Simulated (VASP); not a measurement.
Input of a VASP 6.6.1 run:

The input INCAR:

```
PREC     = Accurate       # precision mode
ENCUT    = 600            # plane-wave cutoff, eV
EDIFF    = 1E-6           # SCF threshold, eV
ISMEAR   = -5             # smearing method
SIGMA    = 0.05           # smearing width, eV
LREAL    = False          # projectors in reciprocal space
LASPH    = True           # aspherical terms in the spheres
NELM     = 150            # most SCF steps
ALGO     = Normal         # electronic algorithm
ISIF     = 3              # what is computed and relaxed
LWAVE    = False          # write WAVECAR
LCHARG   = False          # write CHGCAR
LMAXMIX  = 4              # l up to which the mixer works
LDAU     = True           # DFT+U
LDAUTYPE = 2            
LDAUL    = 2 -1           # shell
LDAUU    = 3 0            # U, eV
LDAUJ    = 0 0          
LDAUPRINT= 1            
GGA      = RP             # functional
IVDW     = 13             # dispersion correction
IBRION   = 2              # ionic algorithm
NSW      = 80             # ionic steps
EDIFFG   = -0.005         # ionic threshold
```

KPOINTS

```
regular mesh
0
Gamma
  10 10 10
```

The input POSCAR:

```
HfC
1.0
    0.0000000000      2.3250000000      2.3250000000
    2.3250000000      0.0000000000      2.3250000000
    2.3250000000      2.3250000000      0.0000000000
Hf C
1 1
Direct
    0.5000000000      0.5000000000      0.5000000000
    0.0000000000      0.0000000000      0.0000000000
```

Potentials or basis: VASP PAW PBE potentials, release 64 (Hf_pv, C).

The run is started by

```bash
$ cat potpaw_PBE.64/Hf_pv/POTCAR potpaw_PBE.64/C/POTCAR > POTCAR
$ mpirun -np 1 vasp_std > vasp.out
```

Question: Estimate the space group after relaxing (to 0.05 Å).

Answer: Fm-3m (No. 225).

Question: What does it give for the band gap on the k mesh?

Answer: Zero (band 7 reaches 7.09 eV, above the bottom of band 8 at 5.74 eV).

Question: Estimate the dispersion energy per atom.

Answer: -0.453 eV.

Question: What does it give for the relaxed volume?

Answer: 12.94 Å³/atom.

Eigenvalues of the final occupation matrices:
```tsv
site	spin	trace	eigenvalues
site 1 d	1	0.76	0.10 0.10 0.10 0.22 0.22
site 1 d	2	0.76	0.10 0.10 0.10 0.22 0.22
```

Caveat: the PAW data sets were made with another functional, which shifts forces and pressure a little; spin-orbit coupling is left out, which moves the levels of the heavy elements; U without spin polarisation on a metal has little footing; pairwise dispersion overbinds metals, which lowers pressure and volume; the U is typed as a test and isn't derived for this compound; tetrahedron occupations give inexact forces and stress in metals. Zero-point motion and thermal expansion aren't in these numbers.
